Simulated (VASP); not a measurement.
Wanted: the native input for a VASP 6.6.1 run.

```
Task                   : relaxation of shape and atoms at fixed volume
Functional             : PBE
Potentials or basis    : VASP PAW PBE potentials, release 64 (Sn_d, Se)
Cutoff                 : 600 eV
k mesh                 : 12 × 12 × 4
Occupations            : gaussian, width 0.02 eV
Spin                   : no spin polarisation
Dipole correction      : no
Further INCAR settings : ALGO = Normal; EDIFF = 1e-07; IBRION = 2; EDIFFG = -0.01; NSW = 50; ISIF = 4
```

The structure of SnSe2 lies in POSCAR:

```
SnSe2
1.0
    3.9209364987      0.0000000000      0.0000000000
   -1.9604682494      3.3956306144      0.0000000000
    0.0000000000      0.0000000000      7.4952258251
Sn Se
1 2
Direct
    0.0000000000      0.0000000000      0.0000000000
    0.3333333333      0.6666666667      0.2153954087
    0.6666666667      0.3333333333      0.7846045913
```

This cell differs from its parent crystal: volume scaled by 1.10.

These files were run (other wordings do the same):

INCAR

```
  PREC = Accurate
  ENCUT = 600
  EDIFF = 1E-7
  ISMEAR = 0
  SIGMA = 0.02
  LREAL = F
  LASPH = T
  NELM = 100
  ALGO = Normal
  ISIF = 4
  LWAVE = F
  LCHARG = F
  GGA = PE
  IBRION = 2
  NSW = 50
  EDIFFG = -0.01
```

KPOINTS

```
Automatic mesh
0
Gamma
  12 12 4
```

Potentials or basis: VASP PAW PBE potentials, release 64 (Sn_d, Se).

Launch:

```sh
$ cat potpaw_PBE.64/Sn_d/POTCAR potpaw_PBE.64/Se/POTCAR > POTCAR
$ mpirun -np 1 vasp_std > vasp.out
```

It gave:

```
Energy gained by relaxing    : 6.1 meV/atom
Ionic steps                  : 7
Pressure after relaxing      : -0.1 GPa
Largest force after relaxing : 0.004 eV/Å
Band gap on the k mesh       : 0.74 eV, indirect (least direct gap 1.06 eV)
```

Caveat: spin-orbit coupling is left out, which moves the levels of the heavy elements; this functional lacks dispersion, which binds the layers, so the pressure and a relaxed spacing across them are unreliable.

Wall time 10 min on 1 thread of Intel(R) Xeon(R) Platinum 8488C (Sapphire Rapids), on a shared host, peak memory 0.35 GiB.
